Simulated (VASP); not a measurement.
Wanted: the native input for a VASP 6.6.1 run.

| Item | Value |
| --- | --- |
| Task | single point |
| Functional | PBE |
| Potentials or basis | VASP PAW PBE potentials, release 64 (Zn, N, Sn_d) |
| Cutoff | 520 eV |
| k mesh | 6 × 6 × 4 |
| Occupations | fermi-dirac, width 0.02 eV |
| Spin | no spin polarisation |
| Dipole correction | no |
| Further INCAR settings | ALGO = Normal; EDIFF = 1e-06; NBANDS = 26 |

The structure of ZnSnN2 lies in POSCAR:

```
ZnSnN2
1.0
    3.3820201418      0.0000000000      0.0000000000
    0.0000000000      3.3820201418      0.0000000000
    0.0000000000      0.0000000000      4.6996405198
Zn N Sn
1 2 1
Direct
    0.0000000000      0.0000000000      0.0000000000
    0.0000000000      0.5000000000      0.2448435876
    0.5000000000      0.0000000000      0.7551564124
    0.5000000000      0.5000000000      0.5000000000
```

One way to write it, as run:

INCAR

```
PREC = Accurate
ENCUT = 520
EDIFF = 1E-6
ISMEAR = -1
SIGMA = 0.02
LREAL = F
LASPH = T
NELM = 80
ALGO = Normal
ISIF = 2
LWAVE = F
LCHARG = F
GGA = PE
NBANDS = 26
```

KPOINTS

```
regular mesh
0
Gamma
  6 6 4
```

Potentials or basis: VASP PAW PBE potentials, release 64 (Zn, N, Sn_d).

Run with:

```sh
$ cat potpaw_PBE.64/Zn/POTCAR potpaw_PBE.64/N/POTCAR potpaw_PBE.64/Sn_d/POTCAR > POTCAR
$ mpirun -np 1 vasp_std > vasp.out
```

Results of the run:

```yaml
Pressure: 5.2 GPa
Largest_force: 0.139 eV/Å
```

It took 17 s on 1 thread of Intel(R) Xeon(R) 6975P-C (Granite Rapids), on a shared host, peak memory 0.19 GiB.
